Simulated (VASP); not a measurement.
# BN (Cm) in VASP: further runs

Runs on BN. Level: PBE+D3(BJ). Tasks: single point.

Program: VASP 6.6.1. These are calculated values, not measurements. Logs are shortened: lines on timing, memory, paths and dates and some standing lists are left out, and cuts for length are marked.

## (1) The cell of the first run

The structure is monoclinic, space group Cm (No. 8). Conventional cell: a = 4.341 Å, b = 2.506 Å, c = 6.597 Å, α = 90.00°, β = 90.00°, γ = 90.00°. Within 1.9 Å of B (site symmetry m) lie 3 N at 1.44 to 1.71 Å. B (site symmetry m) has 3 N at 1.45 Å within 1.9 Å. N (site symmetry m) has 3 B at 1.45 Å within 1.9 Å. N (site symmetry m) has 3 B at 1.44 to 1.71 Å within 1.9 Å.

## (2) Single point, PBE+D3(BJ) (atom 1 (B) moved by +0.192 Å along [1 2 0] and -0.480 Å along [0 0 1])

The input, INCAR:

```
PREC = Accurate
ENCUT = 520
EDIFF = 1E-6
ISMEAR = 0
SIGMA = 0.05
LREAL = F
LASPH = T
NELM = 100
ALGO = Normal
ISIF = 2
LWAVE = F
LCHARG = F
GGA = PE
IVDW = 12
NBANDS = 16
```

The input, KPOINTS:

```
Automatic mesh
0
Gamma
  12 12 4
```

The input, POSCAR:

```
BN
1.0
    2.5061233057      0.0000000000      0.0000000000
   -1.2530616528      2.1703664477      0.0000000000
    0.0000000000      0.0000000000      6.5973571420
B N
2 2
Direct
    0.0442321619      0.0884643237      0.4272435932
    0.3333333333      0.6666666667      0.0000000000
    0.0000000000      0.0000000000      0.0000000000
    0.6666666667      0.3333333333      0.5000000000
```

Potentials or basis: VASP PAW PBE potentials, release 64 (B, N).

Command:

```sh
$ cat potpaw_PBE.64/B/POTCAR potpaw_PBE.64/N/POTCAR > POTCAR
$ mpirun -np 1 vasp_std > vasp.out
```

OUTCAR:

```text
PREC = Accurate
   ENCUT = 520
   EDIFF = 1E-6
   ISMEAR = 0
   LREAL = F
   LASPH = T
   NELM = 100
   ISIF = 2
   GGA = PE
   IVDW = 12
 IVDW          = 12

 ion  position               nearest neighbor table
   1  0.044  0.088  0.427-   4 1.44   4 1.44   4 1.71
   2  0.333  0.667  0.000-   3 1.45   3 1.45   3 1.45
   3  0.000  0.000  0.000-   2 1.45   2 1.45   2 1.45
   4  0.667  0.333  0.500-   1 1.44   1 1.44   1 1.71

  LATTYP: Found a hexagonal cell.
 ALAT       =     2.5061233057
 C/A-ratio  =     2.6324950281

  Lattice vectors:

 A1 = (   2.5061233057,   0.0000000000,   0.0000000000)
 A2 = (  -1.2530616528,   2.1703664477,   0.0000000000)
 A3 = (   0.0000000000,   0.0000000000,   6.5973571420)

Analysis of symmetry for initial positions (statically):
=====================================================================
 Subroutine PRICEL returns:
 Original cell was already a primitive cell.

 Routine SETGRP: Setting up the symmetry group for a
 hexagonal supercell.

 Subroutine GETGRP returns: Found  2 space group operations
 (whereof  2 operations were pure point group operations)
 out of a pool of 24 trial point group operations.

The static configuration has the point symmetry C_1h.

Analysis of symmetry for dynamics (positions and initial velocities):
=====================================================================
 Subroutine PRICEL returns:
 Original cell was already a primitive cell.

 Routine SETGRP: Setting up the symmetry group for a
 hexagonal supercell.

 Subroutine GETGRP returns: Found  2 space group operations
 (whereof  2 operations were pure point group operations)
 out of a pool of 24 trial point group operations.

The dynamic configuration has the point symmetry C_1h.

 Subroutine INISYM returns: Found  2 space group operations
 (whereof  2 operations are pure point group operations),
 and found     1 'primitive' translations

----------------------------------------------------------------------------------------

                                     Primitive cell

  volume of cell :      35.8844

  direct lattice vectors                    reciprocal lattice vectors
     2.506123306  0.000000000  0.000000000     0.399022665  0.230375843  0.000000000
    -1.253061653  2.170366448  0.000000000     0.000000000  0.460751686  0.000000000
     0.000000000  0.000000000  6.597357142     0.000000000  0.000000000  0.151575847

  length of vectors
     2.506123306  2.506123306  6.597357142     0.460751686  0.460751686  0.151575847

  position of ions in fractional coordinates (direct lattice)
     0.044232162  0.088464324  0.427243593
     0.333333333  0.666666667  0.000000000
     0.000000000  0.000000000  0.000000000
     0.666666667  0.333333333  0.500000000

  ion indices of the primitive-cell ions
   primitive index   ion index
                 1           1
                 2           2
                 3           3
                 4           4

----------------------------------------------------------------------------------------

 KPOINTS: Automatic mesh

Automatic generation of k-mesh.
 Grid dimensions read from file:
 generate k-points for:   12   12    4

 Generating k-lattice:

  Cartesian coordinates                     Fractional coordinates (reciprocal lattice)
     0.033251889  0.019197987  0.000000000     0.083333333 -0.000000000  0.000000000
     0.000000000  0.038395974  0.000000000     0.000000000  0.083333333  0.000000000
     0.000000000  0.000000000  0.037893962     0.000000000  0.000000000  0.250000000

  Length of vectors
     0.038395974  0.038395974  0.037893962

  Shift w.r.t. Gamma in fractional coordinates (k-lattice)
     0.000000000  0.000000000  0.000000000

 Subroutine IBZKPT returns following result:
 ===========================================

 Found    164 irreducible k-points:

 Following reciprocal coordinates:
            Coordinates               Weight
  0.000000  0.000000  0.000000      1.000000
  0.083333  0.000000  0.000000      4.000000
  0.000000  0.083333  0.000000      2.000000
  0.166667  0.000000  0.000000      4.000000
  0.000000  0.166667  0.000000      2.000000
  0.250000  0.000000  0.000000      4.000000
[... 16 lines left out ...]
 -0.083333  0.416667  0.000000      4.000000
 -0.416667  0.333333  0.000000      4.000000
 [... further k-points ...]
   k-points           NKPTS =    164   k-points in BZ     NKDIM =    164   number of bands    NBANDS=     16
   number of dos      NEDOS =    301   number of ions     NIONS =      4
   total plane-waves  NPLWV =  20000
   dimension x,y,z NGX =    20 NGY =   20 NGZ =   50
   dimension x,y,z NGXF=    40 NGYF=   40 NGZF=  100
   ions per type =               2   2
   NGX,Y,Z   is equivalent  to a cutoff of  13.27, 13.27, 12.60 a.u.
   NGXF,Y,Z  is equivalent  to a cutoff of  26.53, 26.53, 25.20 a.u.
 SYSTEM =  unknown system
   PREC   = accura    normal or accurate (medium, high low for compatibility)
   ISTART =      0    job   : 0-new  1-cont  2-samecut
   ICHARG =      2    charge: 1-file 2-atom 10-const
   ISPIN  =      1    spin polarized calculation?
   LNONCOLLINEAR =      F non collinear calculations
   LSORBIT =      F    spin-orbit coupling
   LASPH  =      T    aspherical Exc in radial PAW
   ENCUT  =  520.0 eV  38.22 Ry    6.18 a.u.   4.66  4.66 12.27*2*pi/ulx,y,z
   NELM   =    100;   NELMIN=  2; NELMDL= -5     # of ELM steps
   EDIFF  = 0.1E-05   stopping-criterion for ELM
   LREAL  =      F    real-space projection
   EDIFFG = 0.1E-04   stopping-criterion for IOM
   NSW    =      0    number of steps for IOM
   IBRION =     -1    ionic relax: 0-MD 1-quasi-New 2-CG
   NFREE  =      0    steps in history (QN), initial steepest desc. (CG)
   ISIF   =      2    stress and relaxation
   ISYM   =      2    0-nonsym 1-usesym 2-fastsym
   POTIM  = 0.5000    time-step for ionic-motion
   TEBEG  =    0.0;   TEEND  =   0.0 temperature during run
   PSTRESS=    0.0 pullay stress
   NELECT =      16.0000    total number of electrons
   NUPDOWN=      -1.0000    fix difference up-down
   EMIN   =  10.00;   EMAX   =-10.00  energy-range for DOS
   EFERMI =   0.00;   METHOD = LEGACY
   ISMEAR =     0;   SIGMA  =   0.05  broadening in eV -4-tet -1-fermi 0-gaus
   EFERMI_NEDOS =   21; number of points for ismear=-14 and -15
   IALGO  =     38    algorithm
   IMIX   =      4    mixing-type and parameters
     AMIX     =   0.40;   BMIX     =  1.00
     AMIX_MAG =   1.60;   BMIX_MAG =  1.00
  volume/ion in A,a.u.               =       8.97        60.54
  Fermi-wavevector in a.u.,A,eV,Ry     =   1.250680  2.363443 21.282251  1.564201
  Thomas-Fermi vector in A             =   2.384663
   LORBIT       =      0    0 simple, 1 ext, 2 COOP (PROOUT), +10 PAW based schemes
   GGA     = PE    functional components
   LHFCALC =     F    Hartree Fock is set to
   AEXX    =    0.0000 exact exchange contribution
   IVDW    =    12    specifies the selected vdW correction
   LEPSILON=     F    determine dielectric tensor
   LRPA    =     F    only Hartree local field effects (RPA)
 non-spin polarized calculation
 Gauss-broadening in eV      SIGMA  =   0.05
  energy-cutoff  :      520.00
  volume of cell :       35.88
 maximum number of plane-waves:       985
   NGX =  9   NGY =  9   NGZ = 25

 number of electron      15.9999998 magnetization

 Free energy of the ion-electron system (eV)
  ---------------------------------------------------
  ext. energy  EPLUGINS =         0.00000000
  ---------------------------------------------------
  free energy    TOTEN  =       -33.21397119 eV

  energy without entropy =      -33.21397119  energy(sigma->0) =      -33.21397119

 E-fermi :   4.8550     XC(G=0): -10.2314

 val. band max:        4.5975167510   @ k =   0.0000   0.0000   0.5000
 cond. band min:       5.7140659651   @ k =   0.5000   0.0000   0.2500
 fundamental gap:      1.1165492141
 Fermi energy:         4.8550154458

 k-point     1 :       0.0000    0.0000    0.0000
  band No.  band energies     occupation
      1     -15.9475      2.00000
      2     -14.3497      2.00000
      3      -4.2857      2.00000
      4      -1.2997      2.00000
      5       0.3852      2.00000
      6       0.3863      2.00000
[... 8 lines left out ...]
     15      16.0056      0.00000
     16      16.5827      0.00000

 k-point     2 :       0.0833    0.0000    0.0000
  band No.  band energies     occupation
      1     -15.8135      2.00000
      2     -14.2140      2.00000
      3      -4.1015      2.00000
      4      -1.1557      2.00000
      5      -0.1707      2.00000
      6       0.1282      2.00000
[... 8 lines left out ...]
     15      15.9114      0.00000
     16      16.6441      0.00000

 k-point     3 :       0.0000    0.0833    0.0000
  band No.  band energies     occupation
      1     -15.8134      2.00000
      2     -14.2062      2.00000
      3      -4.1028      2.00000
      4      -1.1510      2.00000
      5      -0.1716      2.00000
      6       0.1289      2.00000
[... 8 lines left out ...]
     15      16.1262      0.00000
     16      16.6490      0.00000

 k-point     4 :       0.1667    0.0000    0.0000
  band No.  band energies     occupation
      1     -15.4190      2.00000
      2     -13.8146      2.00000
      3      -3.5560      2.00000
      4      -1.5800      2.00000
      5      -0.8387      2.00000
      6      -0.4987      2.00000
[... 8 lines left out ...]
     15      16.4583      0.00000
     16      17.0867      0.00000

 k-point     5 :       0.0000    0.1667    0.0000
  band No.  band energies     occupation
      1     -15.4187      2.00000
      2     -13.7830      2.00000
      3      -3.5622      2.00000
      4      -1.5804      2.00000
      5      -0.7189      2.00000
      6      -0.4980      2.00000
[... 8 lines left out ...]
     15      16.7012      0.00000
     16      17.0109      0.00000

 k-point     6 :       0.2500    0.0000    0.0000
  band No.  band energies     occupation
      1     -14.7916      2.00000
      2     -13.1798      2.00000
      3      -3.3688      2.00000
      4      -2.6701      2.00000
      5      -1.9666      2.00000
      6      -1.2244      2.00000
[... 8 lines left out ...]
     15      17.6980      0.00000
     16      17.7842      0.00000
[... 267 lines left out ...]
 k-point    21 :      -0.3333    0.2500    0.0000
  band No.  band energies     occupation
      1     -14.3211      2.00000
      2     -12.7221      2.00000
      3      -4.2872      2.00000
      4      -2.9188      2.00000
      5      -1.9845      2.00000
      6      -1.8981      2.00000
[... 8 lines left out ...]
     15      17.5289      0.00000
     16      18.4778      0.00000

 k-point    22 :       0.3333    0.0833    0.0000
  band No.  band energies     occupation
      1     -13.5122      2.00000
      2     -11.8642      2.00000
      3      -5.8728      2.00000
      4      -4.2495      2.00000
      5      -2.4649      2.00000
      6      -0.7436      2.00000
[... 8 lines left out ...]
     15      17.9594      0.00000
     16      18.9096      0.00000

 k-point    23 :      -0.0833    0.4167    0.0000
  band No.  band energies     occupation
      1     -13.5118      2.00000
      2     -11.7342      2.00000
      3      -5.8721      2.00000
      4      -3.4223      2.00000
      5      -2.4644      2.00000
      6      -0.9287      2.00000
[... 8 lines left out ...]
     15      17.7546      0.00000
     16      18.3944      0.00000

 k-point    24 :      -0.4167    0.3333    0.0000
  band No.  band energies     occupation
      1     -13.5124      2.00000
      2     -11.9068      2.00000
      3      -5.8722      2.00000
      4      -4.3285      2.00000
      5      -2.4655      2.00000
      6      -0.7226      2.00000
[... 8 lines left out ...]
     15      18.3399      0.00000
     16      18.5854      0.00000

 [... further k-points ...]

------------------------ aborting loop because EDIFF is reached ----------------------------------------

 Edisp (eV)   -0.57145

 E8    (eV) :    -0.1680

  FORCE on cell =-STRESS in cart. coord.  units (eV):
  Direction    XX          YY          ZZ          XY          YZ          ZX
  --------------------------------------------------------------------------------------
  -------------------------------------------------------------------------------------
  Total       1.04674     0.69729    -3.16912     0.00000     1.54027     0.00000
  in kB      46.73507    31.13280  -141.49602     0.00000    68.77060     0.00000
  external pressure =      -21.21 kB  Pullay stress =        0.00 kB

 VOLUME and BASIS-vectors are now :
 -----------------------------------------------------------------------------
  energy-cutoff  :      520.00
  volume of cell :       35.88
      direct lattice vectors                 reciprocal lattice vectors
     2.506123306  0.000000000  0.000000000     0.399022665  0.230375843  0.000000000
    -1.253061653  2.170366448  0.000000000     0.000000000  0.460751686  0.000000000
     0.000000000  0.000000000  6.597357142     0.000000000  0.000000000  0.151575847

 POSITION                                       TOTAL-FORCE (eV/Angst)
 -----------------------------------------------------------------------------------
      0.00000      0.19200      2.81868        -0.000000     -3.343764      5.804291
     -0.00000      1.44691      0.00000         0.000000      0.000476     -0.386830
      0.00000      0.00000      0.00000         0.000000      0.021665      0.317347
      1.25306      0.72346      3.29868         0.000000      3.321623     -5.734807
 -----------------------------------------------------------------------------------
    total drift:                                0.000001      0.000103      0.000408

  FREE ENERGIE OF THE ION-ELECTRON SYSTEM (eV)
  ---------------------------------------------------
  free  energy   TOTEN  =       -33.7854237678 eV

  energy  without entropy=      -33.7854237678  energy(sigma->0) =      -33.78542377
```

It took 88 s on 1 thread of AMD EPYC 9R45 (Zen 5), shared host; peak memory 0.18 GiB.

What came out:

* Free energy: -33.7854 eV
* Pressure: -2.1 GPa
* Largest force: 6.699 eV/Å
* Band gap on the k mesh: 1.12 eV, indirect (least direct gap 1.37 eV)
* Dispersion energy per atom: -0.143 eV

Forces on the atoms (eV/Å):
```
B    0.000 -3.344  5.804
B    0.000  0.000 -0.387
N    0.000  0.022  0.317
N    0.000  3.322 -5.735
```

Levels at points of the mesh, in eV from the valence-band top:
```tsv
k point	band 6	band 7	band 8	band 9	band 10	band 11
(0.00, 0.00, 0.00)	-4.21	-3.34	-0.04	1.33	7.22	7.84
(0.50, 0.00, 0.00)	-4.07	-3.71	-2.68	1.14	2.39	6.52
(0.00, 0.50, 0.00)	-5.34	-4.11	-3.03	1.85	2.79	6.80
(0.00, 0.00, 0.50)	-4.21	-3.34	0.00	2.64	5.98	7.48
(0.50, 0.00, 0.50)	-3.96	-3.67	-2.66	1.12	1.92	6.71
(0.00, 0.50, 0.50)	-5.34	-3.95	-3.08	1.78	2.42	6.85
```

Caveat: the cell differs from its parent crystal (atom 1 (B) moved by +0.192 Å along [1 2 0] and -0.480 Å along [0 0 1]); forces of over 1 eV/Å act on the atoms, so gaps and moduli don't describe the material at rest. A k mesh can miss the band edges.

## (3) Single point, PBE+D3(BJ) (atom 1 (B) moved by +0.192 Å along [1 2 0] and -0.384 Å along [0 0 1])

The input, INCAR:

```
PREC     = Accurate       # precision mode
ENCUT    = 520            # plane-wave cutoff, eV
EDIFF    = 1E-6           # SCF threshold, eV
ISMEAR   = 0              # smearing method
SIGMA    = 0.05           # smearing width, eV
LREAL    = F              # projectors in reciprocal space
LASPH    = T              # aspherical terms in the spheres
NELM     = 80             # most SCF steps
ALGO     = Normal         # electronic algorithm
ISIF     = 2              # what is computed and relaxed
LWAVE    = F              # write WAVECAR
LCHARG   = F              # write CHGCAR
GGA      = PE             # functional
IVDW     = 12             # dispersion correction
NBANDS   = 16             # bands
```

KPOINTS is that of step 2.

Edit POSCAR of step 2 so:

```diff
@@ -8,3 +8,3 @@
 Direct
-    0.0442321619      0.0884643237      0.4272435932
+    0.0442321619      0.0884643237      0.4417948746
     0.3333333333      0.6666666667      0.0000000000
```

Potentials or basis: VASP PAW PBE potentials, release 64 (B, N).

Command:

```sh
$ cat potpaw_PBE.64/B/POTCAR potpaw_PBE.64/N/POTCAR > POTCAR
$ mpirun -np 1 vasp_std > vasp.out
```

Run time: 51 s. Hardware: 1 thread of AMD EPYC 9R45 (Zen 5), shared host; peak memory 0.19 GiB.

It converged, with:

```
Free energy                : -34.2799 eV
Pressure                   : 0.2 GPa
Largest force              : 6.041 eV/Å
Band gap on the k mesh     : 1.76 eV, indirect (least direct gap 2.26 eV)
Dispersion energy per atom : -0.143 eV
```

Forces on the atoms (eV/Å):
```
B    0.000 -4.027  4.504
B    0.000  0.002 -0.320
N    0.000  0.013  0.268
N    0.000  4.011 -4.452
```

Stress tensor (GPa, compression positive):
```
 8.02  0.00  0.00
 0.00  1.55  6.72
 0.00  6.72 -9.00
```

Levels at points of the mesh, in eV from the valence-band top:
```csv
k point,band 6,band 7,band 8,band 9,band 10,band 11
"(0.00, 0.00, 0.00)",-3.57,-3.56,-0.02,2.25,7.55,8.33
"(0.50, 0.00, 0.00)",-3.84,-3.38,-2.26,1.78,3.02,7.05
"(0.00, 0.50, 0.00)",-5.66,-3.53,-2.68,2.49,3.69,7.44
"(0.00, 0.00, 0.50)",-3.57,-3.56,0.00,3.69,6.38,7.74
"(0.50, 0.00, 0.50)",-3.85,-3.23,-2.27,1.76,2.54,7.22
"(0.00, 0.50, 0.50)",-5.66,-3.31,-2.79,2.44,3.28,7.52
```

Caveat: the cell differs from its parent crystal (atom 1 (B) moved by +0.192 Å along [1 2 0] and -0.384 Å along [0 0 1]); forces of over 1 eV/Å act on the atoms, so gaps and moduli don't describe the material at rest.

[end of part 1 of 2]
